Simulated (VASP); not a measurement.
Set up this calculation in VASP 6.6.1, as the native input.

```yaml
Task: single point
Functional: PBE
Potentials_or_basis: VASP PAW PBE potentials, release 64 (Hf_pv, Si, O)
Cutoff: 520 eV
k_mesh: 6 × 6 × 6
Occupations: gaussian, width 0.1 eV
Spin: no spin polarisation
Dipole_correction: no
Further_INCAR_settings: ALGO = Normal; EDIFF = 1e-06; NBANDS = 37
```

The structure of HfSi2O6 lies in POSCAR:

```
HfSi2O6
1.0
   -1.6849998778      1.6849998778      7.2351641531
    1.6849998778     -1.6849998778      7.2351641531
    1.6849998778      1.6849998778     -7.2351641531
Hf Si O
1 2 6
Direct
    0.5000000000      0.5000000000      0.0000000000
    0.8294925375      0.8294925375      0.0000000000
    0.1705074625      0.1705074625      0.0000000000
    0.4079222484      0.9079222484      0.5000000000
    0.0920777516      0.5920777516      0.5000000000
    0.7500000000      0.2500000000      0.5000000000
    0.5920777516      0.0920777516      0.5000000000
    0.2500000000      0.7500000000      0.5000000000
    0.9079222484      0.4079222484      0.5000000000
```

The input as run:

INCAR

```
  ALGO = Normal
  EDIFF = 1E-6
  ENCUT = 520
  GGA = PE
  ISIF = 2
  ISMEAR = 0
  LASPH = True
  LCHARG = True
  LELF = True
  LREAL = False
  LVHAR = True
  LWAVE = False
  NBANDS = 37
  NELM = 80
  PREC = Accurate
  SIGMA = 0.1
```

KPOINTS

```
k-points
0
Gamma
  6 6 6
```

Potentials or basis: VASP PAW PBE potentials, release 64 (Hf_pv, Si, O).

Run with:

```sh
$ cat potpaw_PBE.64/Hf_pv/POTCAR potpaw_PBE.64/Si/POTCAR potpaw_PBE.64/O/POTCAR > POTCAR
$ mpirun -np 1 vasp_std > vasp.out
```

It gave:

```json
{"Pressure": "-1.4 GPa", "Largest force": "0.167 eV/Å", "Band gap on the k mesh": "0.40 eV (least direct gap 0.75 eV)"}
```

Caveat: semilocal functionals underestimate gaps, and a narrow one can read as zero; spin-orbit coupling is left out, which moves the levels of the heavy elements.

Run time: 2.9 min on 1 thread of Intel(R) Xeon(R) Platinum 8559C (Emerald Rapids) (shared host), peak memory 0.48 GiB.
